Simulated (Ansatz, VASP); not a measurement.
Two plane-wave programs on NbC2

The input INCAR:

```
SYSTEM = NbC2
ALGO = Normal
EDIFF = 1E-6
ENCUT = 520
GGA = PE
ISIF = 2
ISMEAR = 0
ISPIN = 2
LASPH = .True.
LCHARG = .False.
LMAXMIX = 4
LORBIT = 11
LREAL = .False.
LWAVE = .False.
MAGMOM = 1 0 0
NBANDS = 22
NELM = 150
PREC = Accurate
SIGMA = 0.1
```

File KPOINTS:

```
k-points
0
Gamma
  6 6 4
  0 0 0
```

File POSCAR:

```
NbC2
1.0
    3.4594439113      0.0000000000      0.0000000000
   -1.7297219557      2.9959663102      0.0000000000
    0.0000000000      0.0000000000      5.7295209795
Nb C
1 2
Direct
    0.3333333333      0.6666666667      0.0000000000
    0.6666666667      0.3333333333      0.8688462137
    0.6666666667      0.3333333333      0.1311537863
```

Input for Ansatz:

```yaml
crystal:
  lattice:
    - [3.4594439113, 0.0, 0.0]
    - [-1.7297219557, 2.9959663102, 0.0]
    - [0.0, 0.0, 5.7295209795]
  atoms:
    - { symbol: Nb, position: [0.3333333333, 0.6666666667, 0.0], spin: 1.0 }
    - { symbol: C, position: [0.6666666667, 0.3333333333, 0.8688462137] }
    - { symbol: C, position: [0.6666666667, 0.3333333333, 0.1311537863] }
basis:
  ecutwfc: 420
kpoints:
  mp_grid: { grid: [6, 6, 4] }
hamiltonian:
  xc: pbe
scf:
  occupations: { method: gaussian, width: 0.1 }
  lower_state_search: "off"
output:
  forces: true
  stress: true
  eigenvalues: true
  populations: true
magnetization:
  spin_polarized: true
```

Change from the starting cell: species swapped into the WS2 type (P-6m2, No. 187).

Alike in both runs: task single point; functional PBE; k mesh 6 × 6 × 4; occupations gaussian, width 0.1 eV; collinear spin.

```csv
,VASP,Ansatz
version,VASP 6.6.1,Ansatz 0.2.0
potentials or method,"VASP PAW PBE potentials, release 64 (Nb_sv, C), cutoff 520 eV","scalar-relativistic, plane waves, PAW"
valence electrons in the cell,21,21
```

Ansatz gave:

| Quantity | Value |
| --- | --- |
| gap on the k mesh at the Fermi level (eV) | none |
| pressure (GPa) | 0.0 |
| traceless stress, the component that is largest in VASP (GPa) | 0.05 |
| rms of the force components (eV/Å) | 0.005 |
| net moment per atom (μB) | 0.00 |

Q: Which values does VASP return?

A: gap on the k mesh at the Fermi level (eV): none; pressure (GPa): 0.0; traceless stress, the component that is largest in VASP (GPa): 0.30; rms of the force components (eV/Å): 0.025; net moment per atom (μB): 0.00.

Atom by atom the forces differ by 0.030 eV/Å (rms over components). A gap of «none» marks a metal or a gap that the smearing closes. Ansatz's warnings: filled band counts differ across k points, seeded moment not kept.
